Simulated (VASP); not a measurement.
# Rb2BaWS4 (P4/mmm) in VASP: single point with PBE

Aim: the single point of Rb2BaWS4 with PBE.

Program: VASP 6.6.1. These are calculated values, not measurements. Logs are shortened: lines on timing, memory, paths and dates and some standing lists are left out, and cuts for length are marked.

## Step 1: The cell of the first run

It takes space group P4/mmm (No. 123, tetragonal). The conventional cell has a = 5.544 Å, b = 5.544 Å, c = 8.442 Å, α = 90.00°, β = 90.00°, γ = 90.00°. Rb (site symmetry 4mm) has 8 S at 3.48 Å and 2 Rb at 4.22 Å and 4 Ba at 4.45 Å and 4 W at 4.45 Å within 4.6 Å. Ba (site symmetry 4/mmm) has 4 S at 2.77 Å within 3.7 Å. W (site symmetry 4/mmm) has 4 S at 2.77 Å within 3.7 Å. Within 3.7 Å of S (site symmetry mmm) lie 2 Ba at 2.77 Å and 4 Rb at 3.48 Å. S (site symmetry mmm) has 2 W at 2.77 Å and 4 Rb at 3.48 Å within 3.7 Å.

## Step 2: Single point, PBE, collinear spin

File INCAR:

```
PREC     = Accurate       # precision mode
ENCUT    = 520            # plane-wave cutoff, eV
EDIFF    = 1E-6           # SCF threshold, eV
ISMEAR   = 0              # smearing method
SIGMA    = 0.1            # smearing width, eV
LREAL    = False          # projectors in reciprocal space
LASPH    = True           # aspherical terms in the spheres
NELM     = 150            # most SCF steps
ALGO     = Normal         # electronic algorithm
ISIF     = 2              # what is computed and relaxed
LWAVE    = False          # write WAVECAR
LCHARG   = False          # write CHGCAR
ISPIN    = 2              # spin polarisation
MAGMOM   = 0 0 0.01 2.52 0 0 -0.13 -0.13 # initial moments
LORBIT   = 11             # projections on sites
LMAXMIX  = 4              # l up to which the mixer works
GGA      = PE             # functional
NBANDS   = 47             # bands
```

File KPOINTS:

```
Automatic mesh
0
Gamma
  4 4 2
```

File POSCAR:

```
Rb2BaWS4
1.0
    5.5440000000      0.0000000000      0.0000000000
    0.0000000000      5.5440000000      0.0000000000
    0.0000000000      0.0000000000      8.4418159200
Rb Ba W S
2 1 1 4
Direct
    0.5000000000      0.5000000000      0.2500000000
    0.5000000000      0.5000000000      0.7500000000
    0.0000000000      0.0000000000      0.0000000000
    0.0000000000      0.0000000000      0.5000000000
    0.5000000000      0.0000000000      0.0000000000
    0.0000000000      0.5000000000      0.0000000000
    0.5000000000      0.0000000000      0.5000000000
    0.0000000000      0.5000000000      0.5000000000
```

Potentials or basis: VASP PAW PBE potentials, release 64 (Rb_sv, Ba_sv, W_sv, S).

Run with:

```sh
> cat potpaw_PBE.64/Rb_sv/POTCAR potpaw_PBE.64/Ba_sv/POTCAR potpaw_PBE.64/W_sv/POTCAR potpaw_PBE.64/S/POTCAR > POTCAR
> mpirun -np 1 vasp_std > vasp.out
```

OUTCAR:

```text
PREC = Accurate
   ENCUT = 520
   EDIFF = 1E-6
   ISMEAR = 0
   LREAL = False
   LASPH = True
   NELM = 150
   ISIF = 2
   ISPIN = 2
   LORBIT = 11
   GGA = PE

 ion  position               nearest neighbor table
   1  0.500  0.500  0.250-   5 3.48   6 3.48   7 3.48   8 3.48   5 3.48   7 3.48   6 3.48   8 3.48
                             2 4.22   2 4.22   4 4.45   3 4.45   3 4.45   4 4.45   3 4.45   4 4.45
   2  0.500  0.500  0.750-   5 3.48   6 3.48   7 3.48   8 3.48   5 3.48   7 3.48   6 3.48   8 3.48
                             1 4.22   1 4.22   4 4.45   3 4.45   3 4.45   4 4.45   3 4.45   4 4.45
   3  0.000  0.000  0.000-   5 2.77   6 2.77   6 2.77   5 2.77   1 4.45   2 4.45   1 4.45   1 4.45
                             2 4.45   2 4.45   1 4.45   2 4.45
   4  0.000  0.000  0.500-   7 2.77   8 2.77   8 2.77   7 2.77   1 4.45   2 4.45   1 4.45   1 4.45
                             2 4.45   2 4.45   1 4.45   2 4.45
   5  0.500  0.000  0.000-   3 2.77   3 2.77   1 3.48   1 3.48   2 3.48   2 3.48
   6  0.000  0.500  0.000-   3 2.77   3 2.77   1 3.48   2 3.48   1 3.48   2 3.48
   7  0.500  0.000  0.500-   4 2.77   4 2.77   1 3.48   1 3.48   2 3.48   2 3.48
   8  0.000  0.500  0.500-   4 2.77   4 2.77   1 3.48   2 3.48   1 3.48   2 3.48

  LATTYP: Found a simple tetragonal cell.
 ALAT       =     5.5440000000
 C/A-ratio  =     1.5226940693

  Lattice vectors:

 A1 = (   5.5440000000,   0.0000000000,   0.0000000000)
 A2 = (   0.0000000000,   5.5440000000,   0.0000000000)
 A3 = (   0.0000000000,   0.0000000000,   8.4418159200)

Analysis of symmetry for initial positions (statically):
=====================================================================
 Subroutine PRICEL returns:
 Original cell was already a primitive cell.

 Routine SETGRP: Setting up the symmetry group for a
 simple tetragonal supercell.

 Subroutine GETGRP returns: Found 16 space group operations
 (whereof 16 operations were pure point group operations)
 out of a pool of 16 trial point group operations.

The static configuration has the point symmetry D_4h.

Analysis of symmetry for dynamics (positions and initial velocities):
=====================================================================
 Subroutine PRICEL returns:
 Original cell was already a primitive cell.

 Routine SETGRP: Setting up the symmetry group for a
 simple tetragonal supercell.

 Subroutine GETGRP returns: Found 16 space group operations
 (whereof 16 operations were pure point group operations)
 out of a pool of 16 trial point group operations.

The dynamic configuration has the point symmetry D_4h.

Analysis of structural, dynamic, and magnetic symmetry:
=====================================================================
 Subroutine PRICEL returns:
 Original cell was already a primitive cell.

 Routine SETGRP: Setting up the symmetry group for a
 simple tetragonal supercell.

 Subroutine GETGRP returns: Found 16 space group operations
 (whereof 16 operations were pure point group operations)
 out of a pool of 16 trial point group operations.

The overall configuration has the point symmetry D_4h.

 Subroutine INISYM returns: Found 16 space group operations
 (whereof 16 operations are pure point group operations),
 and found     1 'primitive' translations

----------------------------------------------------------------------------------------

                                     Primitive cell

  volume of cell :     259.4671

  direct lattice vectors                    reciprocal lattice vectors
     5.544000000  0.000000000  0.000000000     0.180375180  0.000000000  0.000000000
     0.000000000  5.544000000  0.000000000     0.000000000  0.180375180  0.000000000
     0.000000000  0.000000000  8.441815920     0.000000000  0.000000000  0.118457925

  length of vectors
     5.544000000  5.544000000  8.441815920     0.180375180  0.180375180  0.118457925

  position of ions in fractional coordinates (direct lattice)
     0.500000000  0.500000000  0.250000000
     0.500000000  0.500000000  0.750000000
     0.000000000  0.000000000  0.000000000
     0.000000000  0.000000000  0.500000000
     0.500000000  0.000000000  0.000000000
     0.000000000  0.500000000  0.000000000
     0.500000000  0.000000000  0.500000000
     0.000000000  0.500000000  0.500000000

  ion indices of the primitive-cell ions
   primitive index   ion index
                 1           1
                 2           2
                 3           3
                 4           4
                 5           5
                 6           6
                 7           7
                 8           8

----------------------------------------------------------------------------------------

 KPOINTS: Automatic mesh

Automatic generation of k-mesh.
 Grid dimensions read from file:
 generate k-points for:    4    4    2

 Generating k-lattice:

  Cartesian coordinates                     Fractional coordinates (reciprocal lattice)
     0.045093795  0.000000000  0.000000000     0.250000000  0.000000000  0.000000000
     0.000000000  0.045093795  0.000000000     0.000000000  0.250000000  0.000000000
     0.000000000  0.000000000  0.059228963     0.000000000  0.000000000  0.500000000

  Length of vectors
     0.045093795  0.045093795  0.059228963

  Shift w.r.t. Gamma in fractional coordinates (k-lattice)
     0.000000000  0.000000000  0.000000000

 Subroutine IBZKPT returns following result:
 ===========================================

 Found     12 irreducible k-points:

 Following reciprocal coordinates:
            Coordinates               Weight
  0.000000  0.000000  0.000000      1.000000
  0.250000  0.000000  0.000000      4.000000
  0.500000  0.000000  0.000000      2.000000
  0.250000  0.250000  0.000000      4.000000
  0.500000  0.250000  0.000000      4.000000
  0.500000  0.500000  0.000000      1.000000
  0.000000  0.000000  0.500000      1.000000
  0.250000  0.000000  0.500000      4.000000
  0.500000  0.000000  0.500000      2.000000
  0.250000  0.250000  0.500000      4.000000
  0.500000  0.250000  0.500000      4.000000
  0.500000  0.500000  0.500000      1.000000
   k-points           NKPTS =     12   k-points in BZ     NKDIM =     12   number of bands    NBANDS=     47
   number of dos      NEDOS =    301   number of ions     NIONS =      8
   total plane-waves  NPLWV = 112896
   dimension x,y,z NGX =    42 NGY =   42 NGZ =   64
   dimension x,y,z NGXF=    84 NGYF=   84 NGZF=  128
   ions per type =               2   1   1   4
   NGX,Y,Z   is equivalent  to a cutoff of  12.59, 12.59, 12.60 a.u.
   NGXF,Y,Z  is equivalent  to a cutoff of  25.19, 25.19, 25.21 a.u.
 SYSTEM =  unknown system
   PREC   = accura    normal or accurate (medium, high low for compatibility)
   ISTART =      0    job   : 0-new  1-cont  2-samecut
   ICHARG =      2    charge: 1-file 2-atom 10-const
   ISPIN  =      2    spin polarized calculation?
   LNONCOLLINEAR =      F non collinear calculations
   LSORBIT =      F    spin-orbit coupling
   LASPH  =      T    aspherical Exc in radial PAW
   ENCUT  =  520.0 eV  38.22 Ry    6.18 a.u.  10.31 10.31 15.70*2*pi/ulx,y,z
   NELM   =    150;   NELMIN=  2; NELMDL= -5     # of ELM steps
   EDIFF  = 0.1E-05   stopping-criterion for ELM
   LREAL  =      F    real-space projection
   EDIFFG = 0.1E-04   stopping-criterion for IOM
   NSW    =      0    number of steps for IOM
   IBRION =     -1    ionic relax: 0-MD 1-quasi-New 2-CG
   NFREE  =      0    steps in history (QN), initial steepest desc. (CG)
   ISIF   =      2    stress and relaxation
   ISYM   =      2    0-nonsym 1-usesym 2-fastsym
   POTIM  = 0.5000    time-step for ionic-motion
   TEBEG  =    0.0;   TEEND  =   0.0 temperature during run
   PSTRESS=    0.0 pullay stress
   NELECT =      66.0000    total number of electrons
   NUPDOWN=      -1.0000    fix difference up-down
   EMIN   =  10.00;   EMAX   =-10.00  energy-range for DOS
   EFERMI =   0.00;   METHOD = LEGACY
   ISMEAR =     0;   SIGMA  =   0.10  broadening in eV -4-tet -1-fermi 0-gaus
   EFERMI_NEDOS =   21; number of points for ismear=-14 and -15
   IALGO  =     38    algorithm
   IMIX   =      4    mixing-type and parameters
     AMIX     =   0.40;   BMIX     =  1.00
     AMIX_MAG =   1.60;   BMIX_MAG =  1.00
  volume/ion in A,a.u.               =      32.43       218.87
  Fermi-wavevector in a.u.,A,eV,Ry     =   1.037278  1.960172 14.639143  1.075947
  Thomas-Fermi vector in A             =   2.171709
   LORBIT       =     11    0 simple, 1 ext, 2 COOP (PROOUT), +10 PAW based schemes
   GGA     = PE    functional components
   LHFCALC =     F    Hartree Fock is set to
   AEXX    =    0.0000 exact exchange contribution
   IVDW    =     0    specifies the selected vdW correction
   LEPSILON=     F    determine dielectric tensor
   LRPA    =     F    only Hartree local field effects (RPA)
 spin polarized calculation
 Gauss-broadening in eV      SIGMA  =   0.10
  energy-cutoff  :      520.00
  volume of cell :      259.47
 maximum number of plane-waves:      7032
 NGX is ok and might be reduce to    42
   NGX = 21   NGY = 21   NGZ = 31

 number of electron      66.0000013 magnetization       3.1068470

 Free energy of the ion-electron system (eV)
  ---------------------------------------------------
  ext. energy  EPLUGINS =         0.00000000
  ---------------------------------------------------
  free energy    TOTEN  =       -35.00203979 eV

  energy without entropy =      -34.97626822  energy(sigma->0) =      -34.98915400

 E-fermi :   1.2986     XC(G=0):  -8.2558

 val. band max:        1.2607460194   @ k =   0.5000   0.0000   0.5000
 cond. band min:       1.3457299381   @ k =   0.2500   0.2500   0.0000
 fundamental gap:      0.0849839186
 Fermi energy:         1.2986430286

 spin component 1

 k-point     1 :       0.0000    0.0000    0.0000
  band No.  band energies     occupation
      1     -74.0078      1.00000
      2     -38.3395      1.00000
      3     -38.2821      1.00000
      4     -38.2821      1.00000
      5     -25.1906      1.00000
      6     -24.2621      1.00000
[... 565 lines left out ...]
     44       7.6385      0.00000
     45       7.6385      0.00000
 Fermi energy:         1.2986430286

 spin component 2

 k-point     1 :       0.0000    0.0000    0.0000
  band No.  band energies     occupation
      1     -72.8471      1.00000
      2     -36.8556      1.00000
      3     -36.8556      1.00000
      4     -36.4719      1.00000
      5     -25.1818      1.00000
      6     -24.2626      1.00000
[... 565 lines left out ...]
     44       7.7001      0.00000
     45       7.7001      0.00000
 [bands above 45 left out]

------------------------ aborting loop because EDIFF is reached ----------------------------------------

  FORCE on cell =-STRESS in cart. coord.  units (eV):
  Direction    XX          YY          ZZ          XY          YZ          ZX
  --------------------------------------------------------------------------------------
  -------------------------------------------------------------------------------------
  Total       -6.6752882     -6.6752882      2.4366932      0.0000000      0.0000000      0.0000000
  in kB      -41.2190790    -41.2190790     15.0462793      0.0000000      0.0000000      0.0000000
  external PRESSURE =     -22.4639596 kB  Pullay stress =       0.0000000 kB

 VOLUME and BASIS-vectors are now :
 -----------------------------------------------------------------------------
  energy-cutoff  :      520.00
  volume of cell :      259.47
      direct lattice vectors                 reciprocal lattice vectors
     5.544000000  0.000000000  0.000000000     0.180375180  0.000000000  0.000000000
     0.000000000  5.544000000  0.000000000     0.000000000  0.180375180  0.000000000
     0.000000000  0.000000000  8.441815920     0.000000000  0.000000000  0.118457925

 POSITION                                       TOTAL-FORCE (eV/Angst)
 -----------------------------------------------------------------------------------
      2.77200      2.77200      2.11045         0.000000      0.000000     -0.012436
      2.77200      2.77200      6.33136         0.000000     -0.000000      0.012436
      0.00000      0.00000      0.00000         0.000000      0.000000      0.000000
      0.00000      0.00000      4.22091         0.000000      0.000000      0.000000
      2.77200      0.00000      0.00000         0.000000      0.000000      0.000000
      0.00000      2.77200      0.00000         0.000000      0.000000      0.000000
      2.77200      0.00000      4.22091         0.000000      0.000000      0.000000
      0.00000      2.77200      4.22091         0.000000      0.000000      0.000000
 -----------------------------------------------------------------------------------
    total drift:                                0.000000      0.000000     -0.000000

  FREE ENERGIE OF THE ION-ELECTRON SYSTEM (eV)
  ---------------------------------------------------
  free  energy   TOTEN  =       -35.0020397924 eV

  energy  without entropy=      -34.9762682156  energy(sigma->0) =      -34.98915400

 total charge

# of ion       s       p       d       tot
------------------------------------------
    1        1.941   5.349   0.027   7.317
    2        1.941   5.349   0.027   7.317
    3        2.034   5.547   0.525   8.105
    4        2.299   6.054   3.128  11.480
    5        1.353   2.370   0.000   3.723
    6        1.353   2.370   0.000   3.723
    7        1.338   2.287   0.000   3.625
    8        1.338   2.287   0.000   3.625
--------------------------------------------------
tot         13.596  31.613   3.706  48.915

 magnetization (x)

# of ion       s       p       d       tot
------------------------------------------
    1       -0.000  -0.001   0.000  -0.000
    2       -0.000  -0.001   0.000  -0.000
    3        0.001   0.003   0.010   0.014
    4        0.131   0.019   2.342   2.492
    5        0.000   0.000   0.000   0.000
    6        0.000   0.000   0.000   0.000
    7        0.005  -0.112   0.000  -0.107
    8        0.005  -0.112   0.000  -0.107
--------------------------------------------------
tot          0.142  -0.202   2.352   2.292
```

Run time: 8.7 min. Hardware: 1 thread of AMD EPYC 7R13 (Zen 3), shared host; peak memory 0.53 GiB.

Results:

| Property | Result |
| --- | --- |
| Free energy | -35.0020 eV |
| Pressure | -2.2 GPa |
| Largest force | 0.012 eV/Å |
| Net moment | 3.11 μB per cell |
| Site moments | Rb -0.00; Ba +0.01; W +2.49; S +0.00, -0.11 (each value once) μB |
| Valence electrons inside the program's atomic spheres | Rb 7.32; Ba 8.11; W 11.48; S 3.72, 3.62 (each value once) |

Forces on the atoms (eV/Å):
```
Rb   0.000  0.000 -0.012
Rb   0.000  0.000  0.012
Ba   0.000  0.000  0.000
W    0.000  0.000  0.000
S    0.000  0.000  0.000
S    0.000  0.000  0.000
S    0.000  0.000  0.000
S    0.000  0.000  0.000
```

Caveat: the k points lie up to 0.37 Å⁻¹ apart; spin-orbit coupling is left out, which moves the levels of the heavy elements.
